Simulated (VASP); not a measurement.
Crystal: TiPt3.

```
Ti Pt
1.0
     3.92664    0.00000    0.00000
     0.00000    3.92664    0.00000
     0.00000    0.00000    3.92664
Ti Pt
1 3
Direct
  0.00000 0.00000 0.00000
  0.00000 0.50000 0.50000
  0.50000 0.00000 0.50000
  0.50000 0.50000 0.00000
```

| Item | Value |
| --- | --- |
| Program | VASP 6.6.1 |
| Task | relaxation of cell and atoms |
| Functional | PBEsol |
| Potentials or basis | VASP PAW PBE potentials, release 64 (Ti_sv, Pt) |
| Cutoff | 600 eV |
| k mesh | 12 × 12 × 12 |
| Occupations | gaussian, width 0.1 eV |
| Spin | no spin polarisation |

At the start: pressure -5.5 GPa; volume 15.14 Å³/atom.

Where does the relaxation end?

Over 4 steps the energy falls by 5.7 meV/atom and the volume is 14.81 Å³/atom (-2.1 %); space group Pm-3m (No. 221, to 0.1 Å) before and after.

The path:
| step | energy change (eV) | largest force (eV/Å) | pressure (GPa) | volume (Å³) |
| --- | --- | --- | --- | --- |
| 1 | 0.0000 | 0.0000 | -5.51 | 60.54 |
| 2 | 0.1331 | 0.0000 | 16.75 | 56.09 |
| 3 | -0.0227 | 0.0000 | -0.12 | 59.27 |
| 4 | -0.0228 | 0.0000 | -0.01 | 59.24 |

Final structure:
```
CELL_PARAMETERS angstrom
3.89837 0.00000 0.00000
0.00000 3.89837 0.00000
0.00000 0.00000 3.89837
ATOMIC_POSITIONS crystal
Ti 0.00000 0.00000 0.00000
Pt 0.00000 0.50000 0.50000
Pt 0.50000 0.00000 0.50000
Pt 0.50000 0.50000 0.00000
```

Caveat: the PAW data sets were made with another functional, which shifts forces and pressure a little.
